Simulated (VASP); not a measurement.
**Al: single point with PBEsol+D3(BJ)**

Al:

```
Al
1.0
     0.00000    2.02398    1.96326
     2.02398    0.00000    1.96326
     2.02398    2.02398    0.00000
Al
1
Cartesian
  0.0000 0.0000 0.0000
```

This cell differs from its parent crystal: strain -0.0300 x Voigt [0, 0, 1, 0, 0, 0].

```json
{"Program": "VASP 6.6.1", "Task": "single point", "Functional": "PBEsol", "Dispersion": "D3(BJ)", "Potentials or basis": "VASP PAW PBE potentials, release 64 (Al)", "Cutoff": "520 eV", "k mesh": "20 × 20 × 20", "Occupations": "gaussian, width 0.15 eV", "Spin": "no spin polarisation"}
```

| Item | Value |
| --- | --- |
| Pressure | -2.7 GPa |
| Dispersion energy per atom | -0.326 eV |

Stress tensor (GPa, compression positive):
```
-3.07  0.00  0.00
 0.00 -3.07  0.00
 0.00  0.00 -1.94
```

Levels at points of the mesh, in eV from the Fermi level:
| k point | band 1 | band 2 | band 3 | band 4 |
| --- | --- | --- | --- | --- |
| (0.00, 0.00, 0.00) | -11.33 | 12.62 | 12.62 | 12.95 |
| (0.50, 0.00, 0.00) | -4.72 | -4.43 | 11.19 | 11.27 |
| (0.50, 0.50, 0.00) | -2.69 | -1.21 | 5.00 | 5.31 |
| (0.50, 0.00, 0.50) | -3.15 | -1.84 | 5.37 | 5.78 |

Wall time 24 s on 1 thread of Intel(R) Xeon(R) Platinum 8559C (Emerald Rapids) (shared host), peak memory 0.19 GiB.

Caveat: the cell differs from its parent crystal (strain -0.0300 x Voigt [0, 0, 1, 0, 0, 0]); the PAW data sets were made with another functional, which shifts forces and pressure a little; pairwise dispersion overbinds metals, which lowers pressure and volume.
